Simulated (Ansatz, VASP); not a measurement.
## SrTiO3 in VASP and in Ansatz

```
Sr Ti O
1.0
     3.81292    0.00000    0.00000
     0.00000    3.81292    0.00000
     0.00000    0.00000    3.81292
Sr Ti O
1 1 3
Direct
  0.50000 0.50000 0.50000
  0.00000 0.00000 0.00000
  0.50000 0.00000 0.00000
  0.00000 0.50000 0.00000
  0.00000 0.00000 0.50000
```

Alike in both runs: task single point; functional LDA; k mesh 6 × 6 × 6; no spin polarisation.

|  | VASP | Ansatz |
| --- | --- | --- |
| version | VASP 6.6.1 | Ansatz 0.2.0 |
| potentials or method | VASP PAW LDA potentials, release 64 (Sr_sv, Ti_sv, O), cutoff 520 eV | all-electron LAPW, scalar-relativistic |
| occupations | gaussian, width 0.01 eV | fixed |

VASP gave:

```
gap on the k mesh at the Fermi level (eV) : 1.87
pressure (GPa)                            : 8.2
```

**Question.** What did Ansatz give for the same quantities?

**Answer.** gap on the k mesh at the Fermi level (eV): 1.90; pressure (GPa): 7.1.

LDA's correlation is that of Perdew and Zunger in VASP and of Perdew and Wang (1992) in Ansatz. Ansatz ran all-electron here, and VASP with PAW potentials. Ansatz's warnings: metallic iterate.
